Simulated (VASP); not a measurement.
# InGa5P6 (P-4m2) in VASP: a series of runs

Runs on InGa5P6. Level: PBE. Tasks: single point.

All numbers are computed with VASP 6.6.1; they aren't measurements. Logs are shortened: lines on timing, memory, paths and dates and some standing lists are left out, and cuts for length are marked.

## 1. The cell of the first run

It takes space group P-4m2 (No. 115, tetragonal). The conventional cell has a = 3.941 Å, b = 3.941 Å, c = 16.797 Å, α = 90.00°, β = 90.00°, γ = 90.00°. Within 3.3 Å of In (site symmetry -4m2) lie 4 P at 2.54 Å. Within 3.2 Å of Ga (site symmetry 2mm) lie 4 P at 2.39 to 2.40 Å. Within 3.2 Å of Ga (site symmetry 2mm) lie 4 P at 2.40 Å. Within 3.2 Å of Ga (site symmetry -4m2) lie 4 P at 2.40 Å. P (site symmetry 2mm) has 2 Ga at 2.39 Å and 2 In at 2.54 Å within 3.2 Å. P (site symmetry 2mm) has 4 Ga at 2.40 Å within 3.2 Å. P (site symmetry 2mm) has 4 Ga at 2.40 Å within 3.2 Å.

## 2. Single point, PBE

The input, INCAR:

```
PREC = Accurate ; ENCUT = 520
EDIFF = 1E-6 ; ISMEAR = 0
SIGMA = 0.1 ; LREAL = F
LASPH = T ; NELM = 100
ALGO = Normal ; ISIF = 2
LWAVE = F ; LCHARG = F
GGA = PE ; NBANDS = 66
```

The input, KPOINTS:

```
regular mesh
0
Gamma
  4 4 1
```

The input, POSCAR:

```
InGa5P6
1.0
    3.9406927000      0.0000000000      0.0000000000
    0.0000000000      3.9406927000      0.0000000000
    0.0000000000      0.0000000000     16.7971366000
In Ga P
1 5 6
Direct
    0.5000000000      0.5000000000      0.5000000000
    0.0000000000      0.0000000000      0.6754850000
    0.0000000000      0.0000000000      0.3245150000
    0.5000000000      0.5000000000      0.1621910000
    0.0000000000      0.0000000000      0.0000000000
    0.5000000000      0.5000000000      0.8378090000
    0.5000000000      0.0000000000      0.4048240000
    0.0000000000      0.5000000000      0.2432940000
    0.5000000000      0.0000000000      0.0810860000
    0.0000000000      0.5000000000      0.9189140000
    0.5000000000      0.0000000000      0.7567060000
    0.0000000000      0.5000000000      0.5951760000
```

Potentials or basis: VASP PAW PBE potentials, release 64 (In_d, Ga_d, P).

Started as:

```
cat potpaw_PBE.64/In_d/POTCAR potpaw_PBE.64/Ga_d/POTCAR potpaw_PBE.64/P/POTCAR > POTCAR
mpirun -np 1 vasp_std > vasp.out
```

OUTCAR:

```text
PREC = Accurate
   ENCUT = 520
   EDIFF = 1E-6
   ISMEAR = 0
   LREAL = F
   LASPH = T
   NELM = 100
   ISIF = 2
   GGA = PE

 ion  position               nearest neighbor table
   1  0.500  0.500  0.500-   7 2.54  12 2.54   7 2.54  12 2.54
   2  0.000  0.000  0.675-  12 2.39  12 2.39  11 2.40  11 2.40
   3  0.000  0.000  0.325-   7 2.39   7 2.39   8 2.40   8 2.40
   4  0.500  0.500  0.162-   8 2.40   8 2.40   9 2.40   9 2.40
   5  0.000  0.000  0.000-   9 2.40  10 2.40  10 2.40   9 2.40
   6  0.500  0.500  0.838-  11 2.40  11 2.40  10 2.40  10 2.40
   7  0.500  0.000  0.405-   3 2.39   3 2.39   1 2.54   1 2.54
   8  0.000  0.500  0.243-   4 2.40   4 2.40   3 2.40   3 2.40
   9  0.500  0.000  0.081-   5 2.40   5 2.40   4 2.40   4 2.40
  10  0.000  0.500  0.919-   5 2.40   5 2.40   6 2.40   6 2.40
  11  0.500  0.000  0.757-   6 2.40   6 2.40   2 2.40   2 2.40
  12  0.000  0.500  0.595-   2 2.39   2 2.39   1 2.54   1 2.54

  LATTYP: Found a simple tetragonal cell.
 ALAT       =     3.9406927000
 C/A-ratio  =     4.2624832431

  Lattice vectors:

 A1 = (   3.9406927000,   0.0000000000,   0.0000000000)
 A2 = (   0.0000000000,   3.9406927000,   0.0000000000)
 A3 = (   0.0000000000,   0.0000000000,  16.7971366000)

Analysis of symmetry for initial positions (statically):
=====================================================================
 Subroutine PRICEL returns:
 Original cell was already a primitive cell.

 Routine SETGRP: Setting up the symmetry group for a
 simple tetragonal supercell.

 Subroutine GETGRP returns: Found  8 space group operations
 (whereof  8 operations were pure point group operations)
 out of a pool of 16 trial point group operations.

The static configuration has the point symmetry D_2d.

Analysis of symmetry for dynamics (positions and initial velocities):
=====================================================================
 Subroutine PRICEL returns:
 Original cell was already a primitive cell.

 Routine SETGRP: Setting up the symmetry group for a
 simple tetragonal supercell.

 Subroutine GETGRP returns: Found  8 space group operations
 (whereof  8 operations were pure point group operations)
 out of a pool of 16 trial point group operations.

The dynamic configuration has the point symmetry D_2d.

 Subroutine INISYM returns: Found  8 space group operations
 (whereof  8 operations are pure point group operations),
 and found     1 'primitive' translations

----------------------------------------------------------------------------------------

                                     Primitive cell

  volume of cell :     260.8437

  direct lattice vectors                    reciprocal lattice vectors
     3.940692700  0.000000000  0.000000000     0.253762492  0.000000000  0.000000000
     0.000000000  3.940692700  0.000000000     0.000000000  0.253762492  0.000000000
     0.000000000  0.000000000 16.797136600     0.000000000  0.000000000  0.059533957

  length of vectors
     3.940692700  3.940692700 16.797136600     0.253762492  0.253762492  0.059533957

  position of ions in fractional coordinates (direct lattice)
     0.500000000  0.500000000  0.500000000
     0.000000000  0.000000000  0.675485000
     0.000000000  0.000000000  0.324515000
     0.500000000  0.500000000  0.162191000
     0.000000000  0.000000000  0.000000000
     0.500000000  0.500000000  0.837809000
     0.500000000  0.000000000  0.404824000
     0.000000000  0.500000000  0.243294000
     0.500000000  0.000000000  0.081086000
     0.000000000  0.500000000  0.918914000
     0.500000000  0.000000000  0.756706000
     0.000000000  0.500000000  0.595176000

  ion indices of the primitive-cell ions
   primitive index   ion index
                 1           1
                 2           2
                 3           3
                 4           4
                 5           5
                 6           6
                 7           7
                 8           8
                 9           9
                10          10
                11          11
                12          12

----------------------------------------------------------------------------------------

 KPOINTS: regular mesh

Automatic generation of k-mesh.
 Grid dimensions read from file:
 generate k-points for:    4    4    1

 Generating k-lattice:

  Cartesian coordinates                     Fractional coordinates (reciprocal lattice)
     0.063440623  0.000000000  0.000000000     0.250000000  0.000000000  0.000000000
     0.000000000  0.063440623  0.000000000     0.000000000  0.250000000  0.000000000
     0.000000000  0.000000000  0.059533957     0.000000000  0.000000000  1.000000000

  Length of vectors
     0.063440623  0.063440623  0.059533957

  Shift w.r.t. Gamma in fractional coordinates (k-lattice)
     0.000000000  0.000000000  0.000000000

 Subroutine IBZKPT returns following result:
 ===========================================

 Found      6 irreducible k-points:

 Following reciprocal coordinates:
            Coordinates               Weight
  0.000000  0.000000  0.000000      1.000000
  0.250000  0.000000  0.000000      4.000000
  0.500000  0.000000  0.000000      2.000000
  0.250000  0.250000  0.000000      4.000000
  0.500000  0.250000  0.000000      4.000000
  0.500000  0.500000  0.000000      1.000000
   k-points           NKPTS =      6   k-points in BZ     NKDIM =      6   number of bands    NBANDS=     66
   number of dos      NEDOS =    301   number of ions     NIONS =     12
   total plane-waves  NPLWV = 113400
   dimension x,y,z NGX =    30 NGY =   30 NGZ =  126
   dimension x,y,z NGXF=    60 NGYF=   60 NGZF=  252
   ions per type =               1   5   6
   NGX,Y,Z   is equivalent  to a cutoff of  12.66, 12.66, 12.47 a.u.
   NGXF,Y,Z  is equivalent  to a cutoff of  25.31, 25.31, 24.94 a.u.
 SYSTEM =  unknown system
   PREC   = accura    normal or accurate (medium, high low for compatibility)
   ISTART =      0    job   : 0-new  1-cont  2-samecut
   ICHARG =      2    charge: 1-file 2-atom 10-const
   ISPIN  =      1    spin polarized calculation?
   LNONCOLLINEAR =      F non collinear calculations
   LSORBIT =      F    spin-orbit coupling
   LASPH  =      T    aspherical Exc in radial PAW
   ENCUT  =  520.0 eV  38.22 Ry    6.18 a.u.   7.33  7.33 31.23*2*pi/ulx,y,z
   NELM   =    100;   NELMIN=  2; NELMDL= -5     # of ELM steps
   EDIFF  = 0.1E-05   stopping-criterion for ELM
   LREAL  =      F    real-space projection
   EDIFFG = 0.1E-04   stopping-criterion for IOM
   NSW    =      0    number of steps for IOM
   IBRION =     -1    ionic relax: 0-MD 1-quasi-New 2-CG
   NFREE  =      0    steps in history (QN), initial steepest desc. (CG)
   ISIF   =      2    stress and relaxation
   ISYM   =      2    0-nonsym 1-usesym 2-fastsym
   POTIM  = 0.5000    time-step for ionic-motion
   TEBEG  =    0.0;   TEEND  =   0.0 temperature during run
   PSTRESS=    0.0 pullay stress
   NELECT =     108.0000    total number of electrons
   NUPDOWN=      -1.0000    fix difference up-down
   EMIN   =  10.00;   EMAX   =-10.00  energy-range for DOS
   EFERMI =   0.00;   METHOD = LEGACY
   ISMEAR =     0;   SIGMA  =   0.10  broadening in eV -4-tet -1-fermi 0-gaus
   EFERMI_NEDOS =   21; number of points for ismear=-14 and -15
   IALGO  =     38    algorithm
   IMIX   =      4    mixing-type and parameters
     AMIX     =   0.40;   BMIX     =  1.00
     AMIX_MAG =   1.60;   BMIX_MAG =  1.00
  volume/ion in A,a.u.               =      21.74       146.69
  Fermi-wavevector in a.u.,A,eV,Ry     =   1.220176  2.305799 20.256768  1.488830
  Thomas-Fermi vector in A             =   2.355403
   LORBIT       =      0    0 simple, 1 ext, 2 COOP (PROOUT), +10 PAW based schemes
   GGA     = PE    functional components
   LHFCALC =     F    Hartree Fock is set to
   AEXX    =    0.0000 exact exchange contribution
   IVDW    =     0    specifies the selected vdW correction
   LEPSILON=     F    determine dielectric tensor
   LRPA    =     F    only Hartree local field effects (RPA)
 non-spin polarized calculation
 Gauss-broadening in eV      SIGMA  =   0.10
  energy-cutoff  :      520.00
  volume of cell :      260.84
 maximum number of plane-waves:      7071
 NGX is ok and might be reduce to    30
   NGX = 15   NGY = 15   NGZ = 63

 number of electron     107.9999979 magnetization

 Free energy of the ion-electron system (eV)
  ---------------------------------------------------
  ext. energy  EPLUGINS =         0.00000000
  ---------------------------------------------------
  free energy    TOTEN  =       -53.61805485 eV

  energy without entropy =      -53.61805485  energy(sigma->0) =      -53.61805485

 E-fermi :   4.9829     XC(G=0):  -9.5817

 val. band max:        4.5045591748   @ k =   0.0000   0.0000   0.0000
 cond. band min:       5.7351341884   @ k =   0.0000   0.0000   0.0000
 fundamental gap:      1.2305750137
 Fermi energy:         4.9829080294

 k-point     1 :       0.0000    0.0000    0.0000
  band No.  band energies     occupation
      1     -10.1578      2.00000
      2     -10.1453      2.00000
      3     -10.1254      2.00000
      4     -10.0926      2.00000
      5     -10.0670      2.00000
      6     -10.0664      2.00000
[... 58 lines left out ...]
     65       7.9702      0.00000
     66       8.4080      0.00000

 k-point     2 :       0.2500    0.0000    0.0000
  band No.  band energies     occupation
      1     -10.1452      2.00000
      2     -10.1376      2.00000
      3     -10.1232      2.00000
      4     -10.1034      2.00000
      5     -10.0933      2.00000
      6     -10.0818      2.00000
[... 265 lines left out ...]
     65       9.3796      0.00000
     66       9.4750      0.00000

 k-point     6 :       0.5000    0.5000    0.0000
  band No.  band energies     occupation
      1     -10.1632      2.00000
      2     -10.1632      2.00000
      3     -10.1540      2.00000
      4     -10.1540      2.00000
      5     -10.1242      2.00000
      6     -10.1242      2.00000
[... 58 lines left out ...]
     65       8.1121      0.00000
     66       8.1416      0.00000

------------------------ aborting loop because EDIFF is reached ----------------------------------------

  FORCE on cell =-STRESS in cart. coord.  units (eV):
  Direction    XX          YY          ZZ          XY          YZ          ZX
  --------------------------------------------------------------------------------------
  -------------------------------------------------------------------------------------
  Total        0.5842524      0.5842524     -0.7593510      0.0000000      0.0000000      0.0000000
  in kB        3.5886467      3.5886467     -4.6641526      0.0000000      0.0000000      0.0000000
  external PRESSURE =       0.8377136 kB  Pullay stress =       0.0000000 kB

 VOLUME and BASIS-vectors are now :
 -----------------------------------------------------------------------------
  energy-cutoff  :      520.00
  volume of cell :      260.84
      direct lattice vectors                 reciprocal lattice vectors
     3.940692700  0.000000000  0.000000000     0.253762492  0.000000000  0.000000000
     0.000000000  3.940692700  0.000000000     0.000000000  0.253762492  0.000000000
     0.000000000  0.000000000 16.797136600     0.000000000  0.000000000  0.059533957

 POSITION                                       TOTAL-FORCE (eV/Angst)
 -----------------------------------------------------------------------------------
      1.97035      1.97035      8.39857         0.000000     -0.000000     -0.000000
      0.00000      0.00000     11.34621        -0.000000      0.000000     -0.002594
      0.00000      0.00000      5.45092        -0.000000      0.000000      0.002594
      1.97035      1.97035      2.72434        -0.000000     -0.000000      0.003727
      0.00000      0.00000      0.00000        -0.000000      0.000000     -0.000000
      1.97035      1.97035     14.07279        -0.000000      0.000000     -0.003727
      1.97035      0.00000      6.79988        -0.000000      0.000000     -0.023753
      0.00000      1.97035      4.08664        -0.000000      0.000000     -0.001999
      1.97035      0.00000      1.36201        -0.000000      0.000000     -0.002452
      0.00000      1.97035     15.43512        -0.000000      0.000000      0.002452
      1.97035      0.00000     12.71049        -0.000000      0.000000      0.001999
      0.00000      1.97035      9.99725        -0.000000      0.000000      0.023753
 -----------------------------------------------------------------------------------
    total drift:                                0.000000      0.000000      0.000000

  FREE ENERGIE OF THE ION-ELECTRON SYSTEM (eV)
  ---------------------------------------------------
  free  energy   TOTEN  =       -53.6180548527 eV

  energy  without entropy=      -53.6180548527  energy(sigma->0) =      -53.61805485
```

Wall time 76 s (1 thread of Intel Xeon 6975P-C (Granite Rapids), shared host); peak memory 0.36 GiB.

What came out:

* Free energy: -53.6181 eV
* Pressure: 0.1 GPa
* Largest force: 0.024 eV/Å
* Band gap on the k mesh: 1.23 eV, direct

Forces in eV/Å, atoms in the order of the input:
```
In   0.000  0.000  0.000
Ga   0.000  0.000 -0.003
Ga   0.000  0.000  0.003
Ga   0.000  0.000  0.004
Ga   0.000  0.000  0.000
Ga   0.000  0.000 -0.004
P    0.000  0.000 -0.024
P    0.000  0.000 -0.002
P    0.000  0.000 -0.002
P    0.000  0.000  0.002
P    0.000  0.000  0.002
P    0.000  0.000  0.024
```

Caveat: spin-orbit coupling is left out, which moves the levels of the heavy elements. A hybrid or GW would open this gap; PBE tends to underestimate it.

## 3. Single point, PBE

The input, INCAR:

```
SYSTEM = InGa5P6
PREC = Accurate
ENCUT = 520
EDIFF = 1E-6
ISMEAR = 0
SIGMA = 0.1
LREAL = .False.
LASPH = .True.
NELM = 60
ALGO = Normal
ISIF = 2
LWAVE = .False.
LCHARG = .False.
GGA = PE
NBANDS = 66
```

The input, KPOINTS:

```
regular mesh
0
Gamma
  4 4 1
  0 0 0
```

POSCAR is that of step 2.

Potentials or basis: VASP PAW PBE potentials, release 64 (In_d, Ga_d, P).

Started as:

```
cat potpaw_PBE.64/In_d/POTCAR potpaw_PBE.64/Ga_d/POTCAR potpaw_PBE.64/P/POTCAR > POTCAR
mpirun -np 1 vasp_std > vasp.out
```

Run time: 78 s. Hardware: 1 thread of Intel Xeon 6975P-C (Granite Rapids), shared host; peak memory 0.35 GiB.

Results (log left out):

```yaml
Free_energy: -53.6181 eV
Pressure: 0.1 GPa
Largest_force: 0.024 eV/Å
Band_gap_on_the_k_mesh: 1.23 eV, direct
```

Forces in eV/Å, atoms in the order of the input:
```
In   0.000  0.000  0.000
Ga   0.000  0.000 -0.003
Ga   0.000  0.000  0.003
Ga   0.000  0.000  0.004
Ga   0.000  0.000  0.000
Ga   0.000  0.000 -0.004
P    0.000  0.000 -0.024
P    0.000  0.000 -0.002
P    0.000  0.000 -0.002
P    0.000  0.000  0.002
P    0.000  0.000  0.002
P    0.000  0.000  0.024
```

Stress tensor (GPa, compression positive):
```
 0.36  0.00  0.00
 0.00  0.36  0.00
 0.00  0.00 -0.47
```

Levels at points of the mesh, in eV from the valence-band top:
```tsv
k point	band 50	band 51	band 52	band 53	band 54	band 55	band 56	band 57	band 58	band 59
(0.00, 0.00, 0.00)	-0.82	-0.82	-0.09	0.00	0.00	1.23	1.58	1.62	1.84	1.94
(0.50, 0.00, 0.00)	-1.27	-1.23	-1.23	-1.21	-0.54	1.87	1.92	1.97	2.11	2.84
(0.50, 0.50, 0.00)	-3.03	-2.61	-2.55	-2.55	-2.47	1.68	1.68	1.79	1.93	3.34
```

Caveat: spin-orbit coupling is left out, which moves the levels of the heavy elements.
